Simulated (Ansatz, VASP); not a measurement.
**Ge in VASP and in Ansatz**

```xyz
4
Lattice="4.1096 0.0000 0.0000 -2.0548 3.5590 0.0000 0.0000 0.0000 6.2397" Properties=species:S:1:pos:R:3 pbc="T T T"
Ge    2.0548    1.1863    0.3926
Ge    0.0000    2.3727    3.5124
Ge    2.0548    1.1863    2.7273
Ge    0.0000    2.3727    5.8471
```

Alike in both runs: task single point; functional PBEsol; k mesh 18 × 18 × 8; occupations gaussian, width 0.15 eV; no spin polarisation.

|  | VASP | Ansatz |
| --- | --- | --- |
| version | VASP 6.6.1 | Ansatz 0.2.0 |
| potentials or method | VASP PAW PBE potentials, release 64 (Ge_d), cutoff 520 eV | scalar-relativistic, plane waves, PAW |
| valence electrons in the cell | 56 | 56 |

```tsv
	VASP	Ansatz	Ansatz less VASP
gap on the k mesh at the Fermi level (eV)	none	none	-
pressure (GPa)	0.9	1.0	+0.07
traceless stress, the component that is largest in VASP (GPa)	10.87	10.88	+0.013
rms of the force components (eV/Å)	0.595	0.598	+0.0035
```

VASP's potentials were made for PBE, not for PBEsol. Atom by atom the forces differ by 0.003 eV/Å (rms over components). A gap of «none» marks a metal or a gap that the smearing closes. The functional is the same, so the differences come from potentials, cutoffs and numerics.
